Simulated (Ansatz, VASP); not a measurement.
Given: the input of a run of Ansatz 0.2.0 on Ta3Cu.

input.yaml

```yaml
crystal:
  lattice:
    - [-2.006507, 2.006507, 4.20817]
    - [2.006507, -2.006507, 4.20817]
    - [2.006507, 2.006507, -4.20817]
  atoms:
    - { symbol: Ta, position: [0.5, 0.5, 0.0] }
    - { symbol: Ta, position: [0.25, 0.75, 0.5] }
    - { symbol: Ta, position: [0.75, 0.25, 0.5] }
    - { symbol: Cu, position: [0.0, 0.0, 0.0] }
kpoints:
  mp_grid: { grid: [9, 9, 9] }
scf:
  occupations: { method: fermi_dirac, width: 0.05 }
hamiltonian:
  xc: pbesol
  pseudopotentials: { kind: all_electron, lapw: { basis_error: 0.002 } }
output:
  forces: true
  stress: true
relax:
  f_tol: 0.02
  max_steps: 60
  cell: {}
```

Potentials or basis: all-electron LAPW, scalar-relativistic.

Run with:

```console
$ ansatz run input.yaml --threads 2 --pin off --max-ram 8192MiB --backend cpu --events-out ev --progress --plain --runs-dir out
```

Task: Translate it to VASP 6.6.1. Potentials there: VASP PAW PBE potentials, release 64 (Ta_pv, Cu).

Result: As run (the cutoff follows the program's own potentials):

INCAR

```
  PREC = Accurate
  ENCUT = 600
  EDIFF = 1E-7
  ISMEAR = -1
  SIGMA = 0.05
  LREAL = False
  LASPH = True
  NELM = 100
  ALGO = Normal
  ISIF = 3
  LWAVE = False
  LCHARG = False
  GGA = PS
  IBRION = 2
  NSW = 80
  EDIFFG = -0.02
```

Contents of KPOINTS:

```
regular mesh
0
Gamma
  9 9 9
```

POSCAR

```
Ta3Cu
1.0
   -2.0065070000      2.0065070000      4.2081700000
    2.0065070000     -2.0065070000      4.2081700000
    2.0065070000      2.0065070000     -4.2081700000
Ta Cu
3 1
Direct
    0.5000000000      0.5000000000      0.0000000000
    0.2500000000      0.7500000000      0.5000000000
    0.7500000000      0.2500000000      0.5000000000
    0.0000000000      0.0000000000      0.0000000000
```

Potentials or basis: VASP PAW PBE potentials, release 64 (Ta_pv, Cu).

Launch:

```sh
$ cat potpaw_PBE.64/Ta_pv/POTCAR potpaw_PBE.64/Cu/POTCAR > POTCAR
$ mpirun -np 1 vasp_std > vasp.out
```

Both were run:

|  | VASP | Ansatz | Ansatz less VASP |
| --- | --- | --- | --- |
| relaxed volume (Å³/atom) | 16.39 | 16.36 | -0.032 |
| relaxed length of the cell vector where the two differ most in proportion (Å) | 5.006 | 5.006 | -0.0001 |

VASP's potentials were made for PBE, not for PBEsol. Ansatz ran all-electron here, and VASP with PAW potentials.

Spin-orbit coupling is off throughout.
